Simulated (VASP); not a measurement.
Sn, 3 atoms in the cell. Symmetry: P6/mmm, No. 191, hexagonal system. The conventional cell has a = 5.276 Å, b = 5.276 Å, c = 3.205 Å, α = 90.00°, β = 90.00°, γ = 120.00°. Sn (site symmetry 6/mmm) has 14 Sn at 3.21 to 3.44 Å within 4.2 Å. Sn (site symmetry -6m2) has 11 Sn at 3.05 to 3.44 Å within 4.0 Å. This isn't the form of Sn at room conditions, which is tetragonal (white tin).

```yaml
Program: VASP 6.6.1
Task: single point
Functional: PBE
Potentials_or_basis: VASP PAW PBE potentials, release 64 (Sn_d)
Cutoff: 520 eV
k_mesh: 7 × 7 × 10
Occupations: fermi-dirac, width 0.1 eV
Spin: no spin polarisation
Dipole_correction: no
Further_INCAR_settings: ALGO = Normal; EDIFF = 1e-06; NBANDS = 28
```

Potentials or basis: VASP PAW PBE potentials, release 64 (Sn_d).

Command:

```sh
$ cat potpaw_PBE.64/Sn_d/POTCAR > POTCAR
$ mpirun -np 1 vasp_std > vasp.out
```

Hardware: 1 thread of Intel Xeon 8259CL, on a shared host.

Task: Estimate the wall time of this run.

Result: It took 77 s on 1 thread of Intel Xeon 8259CL (shared host), peak memory 0.23 GiB. Counts: scf iterations 11, k points 48.
